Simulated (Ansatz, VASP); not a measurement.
## SnO: VASP beside Ansatz

```xyz
4
Lattice="3.7986 0.0000 0.0000 0.0000 3.7986 0.0000 0.0000 0.0000 4.8408" Properties=species:S:1:pos:R:3 pbc="T T T"
Sn    1.8993    0.0000    1.1728
Sn    0.0000    1.8993    3.6680
O     0.0000    0.0000    0.0000
O     1.8993    1.8993    0.0000
```

Alike in both runs: functional PBE; k mesh 12 × 12 × 10; occupations fermi-dirac, width 0.05 eV; no spin polarisation.

Ansatz relaxed the structure, and its values are those at the end. VASP's run is a single point on that final structure, the one shown.

|  | VASP | Ansatz |
| --- | --- | --- |
| version | VASP 6.6.1 | Ansatz 0.2.0 |
| potentials or method | VASP PAW PBE potentials, release 64 (Sn_d, O) | plane-wave PAW, scalar-relativistic |
| plane-wave cutoff (eV) | 520 | 420 |
| valence electrons in the cell | 40 | 40 |

```tsv
	VASP	Ansatz	Ansatz less VASP
pressure (GPa)	3.4	3.1	-0.23
rms of the force components (eV/Å)	0.035	0.002	-0.0335
```

Ansatz's warnings: stress scf threshold loose.
